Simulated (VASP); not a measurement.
# HfN (Fm-3m) in VASP: notebook

The runs below take HfN through single point, relaxation of cell and atoms, with PBEsol.

Everything below comes from runs of VASP 6.6.1. Logs are shortened: lines on timing, memory, paths and dates and some standing lists are left out, and cuts for length are marked.

## 1. The cell of the first run

The structure is cubic, space group Fm-3m (No. 225). Conventional cell: a = 4.502 Å, b = 4.502 Å, c = 4.502 Å, α = 90.00°, β = 90.00°, γ = 90.00°. Within 3.0 Å of Hf (site symmetry m-3m) lie 6 N at 2.25 Å. Within 3.0 Å of N (site symmetry m-3m) lie 6 Hf at 2.25 Å.

## 2. Single point, PBEsol

INCAR

```
SYSTEM = HfN
PREC = Accurate
ENCUT = 520
EDIFF = 1E-6
ISMEAR = 1
SIGMA = 0.1
LREAL = .FALSE.
LASPH = .TRUE.
NELM = 60
ALGO = Normal
ISIF = 2
LWAVE = .FALSE.
LCHARG = .FALSE.
GGA = PS
NBANDS = 14
```

KPOINTS

```
regular mesh
0
G
  16 16 16
  0 0 0
```

POSCAR

```
HfN
1.0
    0.0000000000      2.2508659414      2.2508659414
    2.2508659414      0.0000000000      2.2508659414
    2.2508659414      2.2508659414      0.0000000000
Hf N
1 1
Direct
    0.0000000000      0.0000000000      0.0000000000
    0.5000000000      0.5000000000      0.5000000000
```

Potentials or basis: VASP PAW PBE potentials, release 64 (Hf_pv, N).

Command:

```console
$ cat potpaw_PBE.64/Hf_pv/POTCAR potpaw_PBE.64/N/POTCAR > POTCAR
$ mpirun -np 1 vasp_std > vasp.out
```

OUTCAR:

```text
SYSTEM = HfN
   PREC = Accurate
   ENCUT = 520
   EDIFF = 1E-6
   ISMEAR = 1
   LREAL = .FALSE.
   LASPH = .TRUE.
   NELM = 60
   ISIF = 2
   GGA = PS

 ion  position               nearest neighbor table
   1  0.000  0.000  0.000-   2 2.25   2 2.25   2 2.25   2 2.25   2 2.25   2 2.25
   2  0.500  0.500  0.500-   1 2.25   1 2.25   1 2.25   1 2.25   1 2.25   1 2.25

  LATTYP: Found a face centered cubic cell.
 ALAT       =     4.5017318828

  Lattice vectors:

 A1 = (   0.0000000000,   2.2508659414,   2.2508659414)
 A2 = (   2.2508659414,   0.0000000000,   2.2508659414)
 A3 = (   2.2508659414,   2.2508659414,   0.0000000000)

Analysis of symmetry for initial positions (statically):
=====================================================================
 Subroutine PRICEL returns:
 Original cell was already a primitive cell.

 Routine SETGRP: Setting up the symmetry group for a
 face centered cubic supercell.

 Subroutine GETGRP returns: Found 48 space group operations
 (whereof 48 operations were pure point group operations)
 out of a pool of 48 trial point group operations.

The static configuration has the point symmetry O_h .

Analysis of symmetry for dynamics (positions and initial velocities):
=====================================================================
 Subroutine PRICEL returns:
 Original cell was already a primitive cell.

 Routine SETGRP: Setting up the symmetry group for a
 face centered cubic supercell.

 Subroutine GETGRP returns: Found 48 space group operations
 (whereof 48 operations were pure point group operations)
 out of a pool of 48 trial point group operations.

The dynamic configuration has the point symmetry O_h .

 Subroutine INISYM returns: Found 48 space group operations
 (whereof 48 operations are pure point group operations),
 and found     1 'primitive' translations

----------------------------------------------------------------------------------------

                                     Primitive cell

  volume of cell :      22.8076

  direct lattice vectors                    reciprocal lattice vectors
     0.000000000  2.250865941  2.250865941    -0.222136730  0.222136730  0.222136730
     2.250865941  0.000000000  2.250865941     0.222136730 -0.222136730  0.222136730
     2.250865941  2.250865941  0.000000000     0.222136730  0.222136730 -0.222136730

  length of vectors
[... 85 lines left out ...]
   NSW    =      0    number of steps for IOM
   IBRION =     -1    ionic relax: 0-MD 1-quasi-New 2-CG
   NFREE  =      0    steps in history (QN), initial steepest desc. (CG)
   ISIF   =      2    stress and relaxation
   ISYM   =      2    0-nonsym 1-usesym 2-fastsym
   POTIM  = 0.5000    time-step for ionic-motion
   TEBEG  =    0.0;   TEEND  =   0.0 temperature during run
   PSTRESS=    0.0 pullay stress
   NELECT =      15.0000    total number of electrons
   NUPDOWN=      -1.0000    fix difference up-down
   EMIN   =  10.00;   EMAX   =-10.00  energy-range for DOS
   EFERMI =   0.00;   METHOD = LEGACY
   ISMEAR =     1;   SIGMA  =   0.10  broadening in eV -4-tet -1-fermi 0-gaus
   EFERMI_NEDOS =   21; number of points for ismear=-14 and -15
   IALGO  =     38    algorithm
   IMIX   =      4    mixing-type and parameters
     AMIX     =   0.40;   BMIX     =  1.00
     AMIX_MAG =   1.60;   BMIX_MAG =  1.00
  volume/ion in A,a.u.               =      11.40        76.96
  Fermi-wavevector in a.u.,A,eV,Ry     =   1.423680  2.690365 27.577157  2.026864
  Thomas-Fermi vector in A             =   2.544252
   LORBIT       =      0    0 simple, 1 ext, 2 COOP (PROOUT), +10 PAW based schemes
   GGA     = PS    functional components
   LHFCALC =     F    Hartree Fock is set to
   AEXX    =    0.0000 exact exchange contribution
   IVDW    =     0    specifies the selected vdW correction
   LEPSILON=     F    determine dielectric tensor
   LRPA    =     F    only Hartree local field effects (RPA)
 non-spin polarized calculation
 Methfessel and Paxton  Order N= 1 SIGMA  =   0.10
  energy-cutoff  :      520.00
  volume of cell :       22.81
 maximum number of plane-waves:       636
   NGX = 11   NGY = 11   NGZ = 11

 number of electron      15.0000001 magnetization

 Free energy of the ion-electron system (eV)
  ---------------------------------------------------
  ext. energy  EPLUGINS =         0.00000000
  ---------------------------------------------------
  free energy    TOTEN  =       -22.99330381 eV

  energy without entropy =      -22.99298090  energy(sigma->0) =      -22.99319617

 E-fermi :   8.2807     XC(G=0): -12.9506

 val. band max:        8.2742490238   @ k =  -0.4375   0.3125   0.1250
 cond. band min:       8.2875052273   @ k =  -0.1250   0.0625   0.0000
 fundamental gap:      0.0132562035
 Fermi energy:         8.2806975642

 k-point     1 :       0.0000    0.0000    0.0000
  band No.  band energies     occupation
      1     -22.7242      2.00000
      2     -22.7242      2.00000
      3     -22.7242      2.00000
      4      -9.2068      2.00000
      5       5.2999      2.00000
      6       5.2999      2.00000
      7       5.2999      2.00000
      8       7.9171      2.00000
      9       7.9171      2.00000
     10       7.9171      2.00000
     11      10.2114     -0.00000
     12      10.2644     -0.00000
     13      10.2644     -0.00000
     14      17.8594      0.00000
[... 377 lines left out ...]
      1     -22.8259      2.00000
      2     -22.7496      2.00000
      3     -22.7261      2.00000
      4      -8.9619      2.00000
      5       4.2631      2.00000
      6       4.6150      2.00000
      7       4.9356      2.00000
      8       8.0930      2.02332
      9       8.0941      2.02406
     10       8.5468     -0.00109
     11      10.4009      0.00000
     12      11.2223      0.00000
     13      11.3283      0.00000
     14      18.6696      0.00000

 [... further k-points ...]
[... 5 lines left out ...]
  --------------------------------------------------------------------------------------
  -------------------------------------------------------------------------------------
  Total       -0.3165468     -0.3165468     -0.3165468      0.0000000      0.0000000      0.0000000
  in kB      -22.2366641    -22.2366641    -22.2366641      0.0000000      0.0000000      0.0000000
  external PRESSURE =     -22.2366641 kB  Pullay stress =       0.0000000 kB

 VOLUME and BASIS-vectors are now :
 -----------------------------------------------------------------------------
  energy-cutoff  :      520.00
  volume of cell :       22.81
      direct lattice vectors                 reciprocal lattice vectors
     0.000000000  2.250865941  2.250865941    -0.222136730  0.222136730  0.222136730
     2.250865941  0.000000000  2.250865941     0.222136730 -0.222136730  0.222136730
     2.250865941  2.250865941  0.000000000     0.222136730  0.222136730 -0.222136730

 POSITION                                       TOTAL-FORCE (eV/Angst)
 -----------------------------------------------------------------------------------
      0.00000      0.00000      0.00000        -0.000000      0.000000      0.000000
      2.25087      2.25087      2.25087         0.000000     -0.000000     -0.000000
 -----------------------------------------------------------------------------------
    total drift:                                0.000000     -0.000000     -0.000000

  FREE ENERGIE OF THE ION-ELECTRON SYSTEM (eV)
  ---------------------------------------------------
  free  energy   TOTEN  =       -22.9933038077 eV

  energy  without entropy=      -22.9929808987  energy(sigma->0) =      -22.99319617
```

Run time: 18 s. Hardware: 1 thread of Intel Xeon Platinum 8488C (Sapphire Rapids), shared host; peak memory 0.18 GiB.

Results:

```yaml
Free_energy: -22.9933 eV
Pressure: -2.2 GPa
```

Caveat: the PAW data sets were made with another functional, which shifts forces and pressure a little; spin-orbit coupling is left out, which moves the levels of the heavy elements.

## 3. Relaxation of cell and atoms, PBEsol

This run uses another cell than the first one, of 11.48 Å³/atom, 1.007 times its volume.

INCAR

```
SYSTEM = HfN
ALGO = Normal
EDIFF = 1E-6
EDIFFG = -0.002
ENCUT = 600
GGA = PS
IBRION = 2
ISIF = 3
ISMEAR = 1
LASPH = .True.
LCHARG = .False.
LREAL = .False.
LWAVE = .False.
NELM = 100
NSW = 80
PREC = Accurate
SIGMA = 0.1
```

KPOINTS

```
k-points
0
Gamma
  16 16 16
  0 0 0
```

POSCAR

```
HfN
1.0
    0.0000000000      2.2560000000      2.2560000000
    2.2560000000      0.0000000000      2.2560000000
    2.2560000000      2.2560000000      0.0000000000
Hf N
1 1
Direct
    0.0000000000      0.0000000000      0.0000000000
    0.5000000000      0.5000000000      0.5000000000
```

Potentials or basis: VASP PAW PBE potentials, release 64 (Hf_pv, N).

Command:

```console
$ cat potpaw_PBE.64/Hf_pv/POTCAR potpaw_PBE.64/N/POTCAR > POTCAR
$ mpirun -np 1 vasp_std > vasp.out
```

OUTCAR:

```text
SYSTEM = HfN
   EDIFF = 1E-6
   EDIFFG = -0.002
   ENCUT = 600
   GGA = PS
   IBRION = 2
   ISIF = 3
   ISMEAR = 1
   LASPH = .True.
   LREAL = .False.
   NELM = 100
   NSW = 80
   PREC = Accurate

 ion  position               nearest neighbor table
   1  0.000  0.000  0.000-   2 2.26   2 2.26   2 2.26   2 2.26   2 2.26   2 2.26
   2  0.500  0.500  0.500-   1 2.26   1 2.26   1 2.26   1 2.26   1 2.26   1 2.26

  LATTYP: Found a face centered cubic cell.
 ALAT       =     4.5120000000

  Lattice vectors:

 A1 = (   0.0000000000,   2.2560000000,   2.2560000000)
 A2 = (   2.2560000000,   0.0000000000,   2.2560000000)
 A3 = (   2.2560000000,   2.2560000000,   0.0000000000)

Analysis of symmetry for initial positions (statically):
=====================================================================
 Subroutine PRICEL returns:
 Original cell was already a primitive cell.

 Routine SETGRP: Setting up the symmetry group for a
 face centered cubic supercell.

 Subroutine GETGRP returns: Found 48 space group operations
 (whereof 48 operations were pure point group operations)
 out of a pool of 48 trial point group operations.

The static configuration has the point symmetry O_h .

Analysis of symmetry for dynamics (positions and initial velocities):
[... 169 lines left out ...]
  Total       -0.6065040     -0.6065040     -0.6065040     -0.0000000      0.0000000      0.0000000
  in kB      -42.3152554    -42.3152554    -42.3152554     -0.0000000      0.0000000      0.0000000
  external PRESSURE =     -42.3152554 kB  Pullay stress =       0.0000000 kB
[... 203 lines left out ...]
--------------------------------------- Ionic step        7  -------------------------------------------

 number of electron      15.0000002 magnetization

 Free energy of the ion-electron system (eV)
  ---------------------------------------------------
  ext. energy  EPLUGINS =         0.00000000
  ---------------------------------------------------
  free energy    TOTEN  =       -22.99696288 eV

  energy without entropy =      -22.99662908  energy(sigma->0) =      -22.99685161

 E-fermi :   8.3549     XC(G=0): -12.9939

 val. band max:        8.3486217390   @ k =  -0.4375   0.3125   0.1250
 cond. band min:       8.3617636163   @ k =  -0.1250   0.0625   0.0000
 fundamental gap:      0.0131418773
 Fermi energy:         8.3548894574

 k-point     1 :       0.0000    0.0000    0.0000
  band No.  band energies     occupation
      1     -22.6167      2.00000
      2     -22.6167      2.00000
      3     -22.6167      2.00000
      4      -9.1825      2.00000
      5       5.3645      2.00000
      6       5.3645      2.00000
      7       5.3645      2.00000
      8       7.9860      2.00000
      9       7.9860      2.00000
     10       7.9860      2.00000
     11      10.3658      0.00000
[... 309 lines left out ...]
 k-point    24 :      -0.0625    0.0625    0.0000
  band No.  band energies     occupation
      1     -22.7219      2.00000
      2     -22.6428      2.00000
      3     -22.6186      2.00000
      4      -8.9332      2.00000
      5       4.3225      2.00000
      6       4.6711      2.00000
      7       4.9963      2.00000
      8       8.1642      2.02134
      9       8.1646      2.02163
     10       8.6236     -0.00096
     11      10.5181      0.00000

 [... further k-points ...]
[... 5 lines left out ...]
  --------------------------------------------------------------------------------------
  -------------------------------------------------------------------------------------
  Total       -0.0013272     -0.0013272     -0.0013272      0.0000000      0.0000000      0.0000000
  in kB       -0.0940056     -0.0940056     -0.0940056      0.0000000      0.0000000      0.0000000
  external PRESSURE =      -0.0940056 kB  Pullay stress =       0.0000000 kB
[... 17 lines left out ...]
  FREE ENERGIE OF THE ION-ELECTRON SYSTEM (eV)
  ---------------------------------------------------
  free  energy   TOTEN  =       -22.9969628754 eV

  energy  without entropy=      -22.9966290846  energy(sigma->0) =      -22.99685161

 reached required accuracy - stopping structural energy minimisation
```

It took 83 s on 1 thread of Intel Xeon Platinum 8488C (Sapphire Rapids), shared host; peak memory 0.21 GiB.

Results:

```yaml
Free_energy: -22.9970 eV
Relaxed_volume: 11.31 Å³/atom
Relaxed_cell: a = 3.174 Å, b = 3.174 Å, c = 3.174 Å, α = 60.00°, β = 60.00°, γ = 60.00°
Space_group_after_relaxing_to_0.05_Å: Fm-3m (No. 225)
Energy_gained_by_relaxing: 2.3 meV/atom
Ionic_steps: 7
Pressure_after_relaxing: 0.0 GPa
```

Step by step:
```
step  energy change (eV)  largest force (eV/Å)  pressure (GPa)  volume (Å³)
   1              0.0000                0.0000           -4.23        22.96
   2              0.0135                0.0000            9.12        21.97
   3             -0.0046                0.0000           -0.04        22.63
   4             -0.0046                0.0000            0.03        22.62
   5             -0.0046                0.0000           -0.03        22.63
   6             -0.0046                0.0000           -0.05        22.62
   7             -0.0046                0.0000           -0.01        22.62
```

Final structure:
```xyz
2
Lattice="0.0000 2.2447 2.2447 2.2447 0.0000 2.2447 2.2447 2.2447 0.0000" Properties=species:S:1:pos:R:3 pbc="T T T"
Hf    0.0000    0.0000    0.0000
N     2.2447    2.2447    2.2447
```

Levels at points of the mesh, in eV from the Fermi level:
```csv
k point,band 4,band 5,band 6,band 7,band 8,band 9,band 10,band 11
"(0.00, 0.00, 0.00)",-17.54,-2.99,-2.99,-2.99,-0.37,-0.37,-0.37,2.01
"(0.50, 0.00, 0.00)",-14.65,-9.00,-6.26,-6.26,3.40,3.82,3.82,4.52
"(0.50, 0.50, 0.00)",-16.42,-5.37,-3.92,-3.65,-3.65,4.21,5.71,5.73
```

Caveat: the PAW data sets were made with another functional, which shifts forces and pressure a little; spin-orbit coupling is left out, which moves the levels of the heavy elements.
